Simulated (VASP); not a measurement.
# Al2Cu (I4/mmm) in VASP: a series of runs, part 2 of 2

VASP 6.6.1.

## Step 4: Single point, LDA

This run uses another cell than the first one, of 16.52 Å³/atom.

INCAR reads:

```
  PREC = Accurate
  ENCUT = 520
  EDIFF = 1E-6
  ISMEAR = 0
  SIGMA = 0.15
  LREAL = False
  LASPH = True
  NELM = 60
  ALGO = Fast
  ISIF = 2
  LWAVE = False
  LCHARG = False
  GGA = CA
  NBANDS = 16
```

KPOINTS reads:

```
Automatic mesh
0
Gamma
  14 14 14
```

POSCAR reads:

```
Al2Cu
1.0
   -2.1450084207      2.1450084207      2.6933500000
    2.1450084207     -2.1450084207      2.6933500000
    2.1450084207      2.1450084207     -2.6933500000
Al Cu
2 1
Direct
    0.7500000000      0.2500000000      0.5000000000
    0.2500000000      0.7500000000      0.5000000000
    0.5000000000      0.5000000000      0.0000000000
```

Potentials or basis: VASP PAW LDA potentials, release 64 (Al, Cu).

On the command line:

```bash
cat potpaw_LDA.64/Al/POTCAR potpaw_LDA.64/Cu/POTCAR > POTCAR
mpirun -np 1 vasp_std > vasp.out
```

OUTCAR:

```text
PREC = Accurate
   ENCUT = 520
   EDIFF = 1E-6
   ISMEAR = 0
   LREAL = False
   LASPH = True
   NELM = 60
   ISIF = 2
   GGA = CA

 ion  position               nearest neighbor table
   1  0.750  0.250  0.500-   3 2.53   3 2.53   3 2.53   3 2.53   2 2.69   2 2.69   2 3.03   2 3.03
                             2 3.03   2 3.03
   2  0.250  0.750  0.500-   3 2.53   3 2.53   3 2.53   3 2.53   1 2.69   1 2.69   1 3.03   1 3.03
                             1 3.03   1 3.03
   3  0.500  0.500  0.000-   2 2.53   1 2.53   1 2.53   2 2.53   1 2.53   2 2.53   2 2.53   1 2.53

  LATTYP: Found a body centered tetragonal cell.
 ALAT       =     4.2900168414
 C/A-ratio  =     1.2556360963

  Lattice vectors:

 A1 = (  -2.1450084207,   2.1450084207,   2.6933500000)
 A2 = (   2.1450084207,  -2.1450084207,   2.6933500000)
 A3 = (   2.1450084207,   2.1450084207,  -2.6933500000)

Analysis of symmetry for initial positions (statically):
=====================================================================
 Subroutine PRICEL returns:
 Original cell was already a primitive cell.

 Routine SETGRP: Setting up the symmetry group for a
 body centered tetragonal supercell.

 Subroutine GETGRP returns: Found 16 space group operations
 (whereof 16 operations were pure point group operations)
 out of a pool of 16 trial point group operations.

The static configuration has the point symmetry D_4h.

Analysis of symmetry for dynamics (positions and initial velocities):
=====================================================================
 Subroutine PRICEL returns:
 Original cell was already a primitive cell.

 Routine SETGRP: Setting up the symmetry group for a
 body centered tetragonal supercell.

 Subroutine GETGRP returns: Found 16 space group operations
 (whereof 16 operations were pure point group operations)
 out of a pool of 16 trial point group operations.

The dynamic configuration has the point symmetry D_4h.

 Subroutine INISYM returns: Found 16 space group operations
 (whereof 16 operations are pure point group operations),
[... 120 lines left out ...]
  Fermi-wavevector in a.u.,A,eV,Ry     =   1.145920  2.165474 17.866247  1.313132
  Thomas-Fermi vector in A             =   2.282606
   LORBIT       =      0    0 simple, 1 ext, 2 COOP (PROOUT), +10 PAW based schemes
   GGA     = CA    functional components
   LHFCALC =     F    Hartree Fock is set to
   AEXX    =    0.0000 exact exchange contribution
   IVDW    =     0    specifies the selected vdW correction
   LEPSILON=     F    determine dielectric tensor
   LRPA    =     F    only Hartree local field effects (RPA)
 non-spin polarized calculation
 RMM-DIIS sequential band-by-band and
 Gauss-broadening in eV      SIGMA  =   0.15
  energy-cutoff  :      520.00
  volume of cell :       49.57
 maximum number of plane-waves:      1354
   NGX = 15   NGY = 15   NGZ = 15

 number of electron      16.9999986 magnetization

 Free energy of the ion-electron system (eV)
  ---------------------------------------------------
  ext. energy  EPLUGINS =         0.00000000
  ---------------------------------------------------
  free energy    TOTEN  =       -13.47311896 eV

  energy without entropy =      -13.46172959  energy(sigma->0) =      -13.46742428

 E-fermi :   6.4228     XC(G=0): -10.5052

 val. band max:        6.4145870657   @ k =  -0.3571   0.5000   0.3571
 cond. band min:       6.4289859502   @ k =   0.4286   0.0714   0.0714
 fundamental gap:      0.0143988845
 Fermi energy:         6.4227626099

 k-point     1 :       0.0000    0.0000    0.0000
  band No.  band energies     occupation
      1      -3.5202      2.00000
      2       1.9513      2.00000
      3       2.0619      2.00000
      4       2.0619      2.00000
      5       2.4713      2.00000
      6       2.6296      2.00000
[... 433 lines left out ...]
      3       2.1005      2.00000
      4       2.2007      2.00000
      5       2.5289      2.00000
      6       2.6369      2.00000
[... 8 lines left out ...]
     15      13.9592      0.00000
     16      16.5523      0.00000

 [... further k-points ...]

------------------------ aborting loop because EDIFF is reached ----------------------------------------

  FORCE on cell =-STRESS in cart. coord.  units (eV):
  Direction    XX          YY          ZZ          XY          YZ          ZX
  --------------------------------------------------------------------------------------
  -------------------------------------------------------------------------------------
  Total       -3.1377438     -3.1377438      0.4734806      0.0000000      0.0000000      0.0000000
  in kB     -101.4185214   -101.4185214     15.3038968      0.0000000      0.0000000      0.0000000
  external PRESSURE =     -62.5110486 kB  Pullay stress =       0.0000000 kB

 VOLUME and BASIS-vectors are now :
 -----------------------------------------------------------------------------
  energy-cutoff  :      520.00
  volume of cell :       49.57
      direct lattice vectors                 reciprocal lattice vectors
    -2.145008421  2.145008421  2.693350000     0.000000000  0.233099318  0.185642416
     2.145008421 -2.145008421  2.693350000     0.233099318  0.000000000  0.185642416
     2.145008421  2.145008421 -2.693350000     0.233099318  0.233099318  0.000000000

 POSITION                                       TOTAL-FORCE (eV/Angst)
 -----------------------------------------------------------------------------------
      0.00000      2.14501      1.34668        -0.000000     -0.000000      0.000000
      2.14501      0.00000      1.34668         0.000000      0.000000      0.000000
      0.00000      0.00000      2.69335        -0.000000      0.000000     -0.000000
 -----------------------------------------------------------------------------------
    total drift:                                0.000000     -0.000000      0.000000

  FREE ENERGIE OF THE ION-ELECTRON SYSTEM (eV)
  ---------------------------------------------------
  free  energy   TOTEN  =       -13.4731189592 eV

  energy  without entropy=      -13.4617295949  energy(sigma->0) =      -13.46742428
```

stdout:

```text
POSCAR found type information on POSCAR AlCu
 POSCAR found :  2 types and       3 ions
 scaLAPACK will be used
 LDA part: xc-table for (Slater(with rela. corr.)+CA(PZ))
 , standard interpolation
 POSCAR, INCAR and KPOINTS ok, starting setup
 FFT: planning ... GRIDC
 FFT: planning ... GRID_SOFT
 FFT: planning ... GRID
 WAVECAR not read
 entering main loop
WARNING in EDDRMM: call to ZHEGV failed, returncode =   6  3     16
```

It took 5.1 min on 1 thread of Intel Xeon Platinum 8259CL at 2.50GHz (Skylake/Cascade Lake), shared host; peak memory 0.29 GiB.

Results:

* Free energy: -13.4731 eV
* Pressure: -6.3 GPa
* Band gap on the k mesh: zero (an odd number of electrons rules out a gap without spin polarisation)

Caveat: the stress differs along the axes, from -10 to 2 GPa.

## Step 5: Overview

| cell | further INCAR settings | gap on the mesh (eV) | pressure (GPa) |
| --- | --- | --- | --- |
| a = 4.039 Å, angles 117.4, 117.4, 94.5°, 3 atoms | ALGO = Fast; EDIFF = 1e-06; NBANDS = 16 | none | -4.7 |
| a = 4.072 Å, angles 118.0, 118.0, 93.6°, 3 atoms | ALGO = Fast; EDIFF = 1e-07; NBANDS = 16 | none | -6.2 |
| a = 4.057 Å, angles 116.2, 116.2, 96.8°, 3 atoms | ALGO = Fast; EDIFF = 1e-06; NBANDS = 16 | none | -6.3 |

Alike in all rows: task single point; level LDA; potentials or basis VASP PAW LDA potentials, release 64 (Al, Cu); no spin polarisation; k mesh 14 × 14 × 14; cutoff (eV) 520; smearing gaussian 0.15 eV.

Caveats: the stress differs along the axes, from -8 to 1 GPa (at least some runs); the stress differs along the axes, from -8 to -2 GPa (at least some runs); the stress differs along the axes, from -10 to 2 GPa (at least some runs).

Total energies depend on the potentials used, so only differences within one code and one set of settings carry meaning.
